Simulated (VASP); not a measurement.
Input of a VASP 6.6.1 run:

INCAR

```
SYSTEM = B
PREC     = Accurate       ! precision mode
ENCUT    = 500            ! plane-wave cutoff, eV
EDIFF    = 1E-6           ! SCF threshold, eV
ISMEAR   = 0              ! smearing method
SIGMA    = 0.15           ! smearing width, eV
LREAL    = .FALSE.        ! projectors in reciprocal space
LASPH    = .TRUE.         ! aspherical terms in the spheres
NELM     = 120            ! most SCF steps
ALGO     = Normal         ! electronic algorithm
ISIF     = 2              ! what is computed and relaxed
LWAVE    = .FALSE.        ! write WAVECAR
LCHARG   = .FALSE.        ! write CHGCAR
GGA      = PE             ! functional
IVDW     = 12             ! dispersion correction
NBANDS   = 8              ! bands
GGA_COMPAT= .FALSE.
```

The input KPOINTS:

```
Automatic mesh
0
G
  36 36 14
  0 0 0
```

File POSCAR:

```
B
1.0
    1.7504144916      0.0000000000      0.0000000000
   -0.8752072458      1.5159034169      0.0000000000
    0.0000000000      0.0000000000      3.4388519915
B
1
Direct
    0.0000000000      0.0000000000      0.0000000000
```

Potentials or basis: VASP PAW PBE potentials, release 64 (B).

Run with:

```sh
$ cat potpaw_PBE.64/B/POTCAR > POTCAR
$ mpirun -np 1 vasp_std > vasp.out
```

Task: Predict the dispersion energy per atom.

Result: -0.160 eV.

Task: Estimate the pressure.

Result: -13.9 GPa.

Stress tensor (GPa, compression positive):
```
-20.55   0.00   0.00
  0.00 -20.55   0.00
  0.00   0.00  -0.49
```

Caveat: the cell stands under tension.
